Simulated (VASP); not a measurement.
WSe2: single point with PBE+D3(BJ)

The system is WSe2, a slab with vacuum.

```
Se W
1.0
     3.28550    0.00000    0.00000
    -1.64275    2.84533    0.00000
     0.00000    0.00000   32.73758
Se W
2 1
Cartesian
  0.0000 1.8969 14.6841
  0.0000 1.8969 18.0535
  1.6427 0.9484 16.3688
```

```yaml
Program: VASP 6.6.1
Task: single point
Functional: PBE
Dispersion: D3(BJ)
Potentials_or_basis: VASP PAW PBE potentials, release 64 (Se, W_sv)
Cutoff: 400 eV
k_mesh: 9 × 9 × 1
Occupations: gaussian, width 0.02 eV
Spin: non-collinear spin, zero start, spin-orbit coupling
Starting_moments: "[[0.0, 0.0, 0.0], [0.0, 0.0, 0.0], [0.0, 0.0, 0.0]] μB"
```

```
Largest force                                         : 0.079 eV/Å
Net moment                                            : 0.00 μB per cell
Valence electrons inside the program's atomic spheres : Se 3.90; W 11.97
Dispersion energy per atom                            : -0.337 eV
```

Forces on the atoms (eV/Å):
```
Se   0.000  0.000 -0.079
Se   0.000  0.000  0.079
W    0.000  0.000  0.000
```

Moments on the atoms (μB; x, y, z):
```
Se  0.00 0.00 0.00
Se  0.00 0.00 0.00
W   0.00 0.00 0.00
```

Wall time 6.3 min on 1 thread of AMD EPYC 9R45 96-Core Processor (Zen 5), on a shared host, peak memory 0.97 GiB.
